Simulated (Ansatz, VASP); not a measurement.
**AlCu3: VASP beside Ansatz**

```xyz
4
Lattice="3.6319 0.0000 0.0000 0.0000 3.6319 0.0000 0.0000 0.0000 3.6319" Properties=species:S:1:pos:R:3 pbc="T T T"
Al    0.0297    0.0000    0.0000
Cu    1.8321    1.8159    0.0000
Cu    1.8321    0.0000    1.8159
Cu   -0.0450    1.8159    1.8159
```

Change from the starting cell: mode 7 (198.7 1/cm) frozen in, largest displacement +0.045 Å.

Alike in both runs: task single point; functional PBEsol; k mesh 14 × 14 × 14; occupations gaussian, width 0.15 eV; no spin polarisation.

|  | VASP | Ansatz |
| --- | --- | --- |
| version | VASP 6.6.1 | Ansatz 0.2.0 |
| potentials or method | VASP PAW PBE potentials, release 64 (Al, Cu), cutoff 520 eV | scalar-relativistic, plane waves, PAW |
| valence electrons in the cell | 36 | 60 |

Ansatz gave:

- gap on the k mesh at the Fermi level (eV): none
- pressure (GPa): 0.2
- rms of the force components (eV/Å): 0.139

Task: Which values does VASP return?

Result: gap on the k mesh at the Fermi level (eV): none; pressure (GPa): 0.7; rms of the force components (eV/Å): 0.139.

VASP's potentials were made for PBE, not for PBEsol. Atom by atom the forces differ by 0.000 eV/Å (rms over components). A gap of «none» marks a metal or a gap that the smearing closes. VASP's potentials hold 36 valence electrons a cell and Ansatz's 60, so a difference there can come from the potentials and not from the codes.
